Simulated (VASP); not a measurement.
Input of a VASP 6.6.1 run:

INCAR

```
ALGO = Normal ; EDIFF = 1E-6
ENCUT = 520 ; ISIF = 2
ISMEAR = -1 ; LASPH = True
LCHARG = True ; LELF = True
LREAL = False ; LVHAR = True
LWAVE = False ; NBANDS = 16
NELM = 80 ; PREC = Accurate
SIGMA = 0.1
```

The input KPOINTS:

```
k-points
0
Gamma
  4 4 4
```

The input POSCAR:

```
InAs
1.0
    0.0000000000      2.8773040000      2.8773040000
    2.8773040000      0.0000000000      2.8773040000
    2.8773040000      2.8773040000      0.0000000000
In As
1 1
Direct
    0.5000000000      0.5000000000      0.5000000000
    0.0000000000      0.0000000000      0.0000000000
```

Potentials or basis: VASP PAW LDA potentials, release 64 (In_d, As).

The run is started by

```sh
$ cat potpaw_LDA.64/In_d/POTCAR potpaw_LDA.64/As/POTCAR > POTCAR
$ mpirun -np 1 vasp_std > vasp.out
```

(1) What does it give for the band gap on the k mesh?

(2) Predict the pressure.

Answers

(1) zero (band 9 reaches 6.02 eV, above the bottom of band 10 at 3.57 eV).

(2) -3.6 GPa.

Caveat: the k points lie up to 0.47 Å⁻¹ apart; spin-orbit coupling is left out, which moves the levels of the heavy elements.
